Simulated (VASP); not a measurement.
Runs of VASP 6.6.1 on Mo. The structure is that of space group Fm-3m (No. 225), or close to it. The cells are those of the table. 

```csv
task,level,cell,k mesh,cutoff (eV),gap on the mesh (eV),pressure (GPa)
relaxation of cell and atoms,PBEsol,"relaxed from a = 2.800 Å, angles 60.0°, 1 atom",18 × 18 × 18,600,none,0.0
single point,PBEsol,"a = 2.741 Å, angles 60.0°, 1 atom",18 × 18 × 18,520,none,19.7
single point,r2SCAN,"a = 2.811 Å, angles 60.0°, 1 atom",18 × 18 × 18,520,none,3.5
single point,PBEsol,"a = 2.954 Å, angles 60.0°, 1 atom",18 × 18 × 18,520,none,(a)
single point,PBEsol,"a = 2.801 Å, angles 60.0°, 1 atom",18 × 18 × 18,520,none,0.5
single point,PBEsol,"a = 2.850 Å, angles 60.0°, 1 atom",16 × 16 × 16,520,none,-11.5
single point,r2SCAN,"a = 2.975 Å, angles 60.0°, 1 atom",18 × 18 × 18,520,none,(b)
single point,PBEsol,"a = 2.965 Å, angles 60.0°, 1 atom",18 × 18 × 18,520,none,-30.7
single point,PBEsol,"a = 2.802 Å, angles 60.0°, 1 atom",18 × 18 × 18,520,none,0.1
single point,PBEsol,"a = 2.850 Å, angles 60.0°, 1 atom",8 × 8 × 8,520,none,-11.5
```

Alike in all rows: potentials or basis VASP PAW PBE potentials, release 64 (Mo_sv); no spin polarisation; smearing gaussian 0.1 eV.

**Question.** Estimate the missing entries.

**Answer.** (a) -29.4; (b) -28.6.

Caveats: the PAW data sets were made with another functional, which shifts forces and pressure a little.

A k mesh can miss the band edges, and the runs leave out spin-orbit coupling on Mo.

A gap of «none» marks levels without a gap at the run's occupations.
